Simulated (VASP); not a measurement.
Wanted: the native input for a VASP 6.6.1 run.

```yaml
Task: single point
Functional: PBE
Potentials_or_basis: VASP PAW PBE potentials, release 64 (Mg, Si, N)
Cutoff: 520 eV
k_mesh: 4 × 4 × 4
Occupations: gaussian, width 0.1 eV
Spin: collinear spin, ferromagnetic start
Starting_moments: "[0.0, 0.0, 0.0, 0.0, 1.0] μB"
Dipole_correction: no
Further_INCAR_settings: ALGO = Normal; EDIFF = 1e-06; NBANDS = 22
```

The structure of MgSi3N lies in POSCAR:

```
MgSi3N
1.0
    2.3542551779     -4.1324932451      0.0000000000
    2.3542551779      4.1324932451      0.0000000000
    0.0000000000      0.0000000000      5.1737761196
Mg Si N
1 3 1
Direct
    0.0000000000      0.0000000000      0.5000000000
    0.7101311168      0.2898688832      0.0000000000
    0.2898688832      0.7101311168      0.0000000000
    0.0000000000      0.0000000000      0.0000000000
    0.5000000000      0.5000000000      0.0000000000
```

The input as run:

INCAR

```
SYSTEM = MgSi3N
PREC = Accurate
ENCUT = 520
EDIFF = 1E-6
ISMEAR = 0
SIGMA = 0.1
LREAL = .False.
LASPH = .True.
NELM = 150
ALGO = Normal
ISIF = 2
LWAVE = .False.
LCHARG = .False.
ISPIN = 2
MAGMOM = 0 0 0 0 1
LORBIT = 11
GGA = PE
NBANDS = 22
```

KPOINTS

```
Automatic mesh
0
Gamma
  4 4 4
  0 0 0
```

Potentials or basis: VASP PAW PBE potentials, release 64 (Mg, Si, N).

Command:

```console
$ cat potpaw_PBE.64/Mg/POTCAR potpaw_PBE.64/Si/POTCAR potpaw_PBE.64/N/POTCAR > POTCAR
$ mpirun -np 1 vasp_std > vasp.out
```

It gave:

```yaml
Pressure: -0.1 GPa
Largest_force: 0.046 eV/Å
Net_moment: 0.00 μB per cell
Valence_electrons_inside_the_program's_atomic_spheres: Mg 0.33; Si 1.60; N 3.77
```

Caveat: the k points lie up to 0.38 Å⁻¹ apart.

Run time: 39 s on 1 thread of Intel(R) Xeon(R) 6975P-C (Granite Rapids), on a shared host, peak memory 0.29 GiB.
